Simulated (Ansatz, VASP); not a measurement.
**One calculation of MgS, two programs**

File INCAR:

```
SYSTEM = MgS
PREC     = Accurate       ! precision mode
ENCUT    = 520            ! plane-wave cutoff, eV
EDIFF    = 1E-6           ! SCF threshold, eV
ISMEAR   = 0              ! smearing method
SIGMA    = 0.05           ! smearing width, eV
LREAL    = .False.        ! projectors in reciprocal space
LASPH    = .True.         ! aspherical terms in the spheres
NELM     = 60             ! most SCF steps
ALGO     = Normal         ! electronic algorithm
ISIF     = 2              ! what is computed and relaxed
LWAVE    = .False.        ! write WAVECAR
LCHARG   = .False.        ! write CHGCAR
GGA      = PS             ! functional
NBANDS   = 16             ! bands
```

File KPOINTS:

```
Automatic mesh
0
Gamma
  9 9 4
  0 0 0
```

The input POSCAR:

```
MgS
1.0
    3.9084569647      0.0000000000      0.0000000000
   -1.9542284824      3.3848230211      0.0000000000
    0.0000000000      0.0000000000      6.8542670657
Mg S
2 2
Direct
    0.6666666667      0.3333333333      0.4957548500
    0.3333333333      0.6666666667      0.9957548500
    0.3333333333      0.6666666667      0.3792441500
    0.6666666667      0.3333333333      0.8792441500
```

Input for Ansatz:

```yaml
crystal:
  lattice:
    - [3.9084569647, 0.0, 0.0]
    - [-1.9542284824, 3.3848230211, 0.0]
    - [0.0, 0.0, 6.8542670657]
  atoms:
    - { symbol: Mg, position: [0.6666666667, 0.3333333333, 0.49575485] }
    - { symbol: Mg, position: [0.3333333333, 0.6666666667, 0.99575485] }
    - { symbol: S, position: [0.3333333333, 0.6666666667, 0.37924415] }
    - { symbol: S, position: [0.6666666667, 0.3333333333, 0.87924415] }
basis:
  ecutwfc: 420
kpoints:
  mp_grid: { grid: [9, 9, 4] }
hamiltonian:
  xc: pbesol
scf:
  occupations: { method: gaussian, width: 0.05 }
output:
  forces: true
  stress: true
  eigenvalues: true
```

Alike in both runs: task single point; functional PBEsol; k mesh 9 × 9 × 4; occupations gaussian, width 0.05 eV; no spin polarisation.

|  | VASP | Ansatz |
| --- | --- | --- |
| version | VASP 6.6.1 | Ansatz 0.2.0 |
| potentials or method | VASP PAW PBE potentials, release 64 (Mg, S), cutoff 520 eV | scalar-relativistic, plane waves, PAW |
| valence electrons in the cell | 16 | 32 |

```csv
,VASP,Ansatz,Ansatz less VASP
gap on the k mesh at the Fermi level (eV),3.24,3.24,-0.001
least direct gap on the mesh (eV),3.24,3.24,-0.001
pressure (GPa),0.5,0.6,+0.08
"traceless stress, the component that is largest in VASP (GPa)",-5.60,-5.58,+0.021
rms of the force components (eV/Å),0.320,0.320,-0.0007
```

VASP's potentials were made for PBE, not for PBEsol. Atom by atom the forces differ by 0.001 eV/Å (rms over components). VASP's potentials hold 16 valence electrons a cell and Ansatz's 32, so a difference there can come from the potentials and not from the codes.
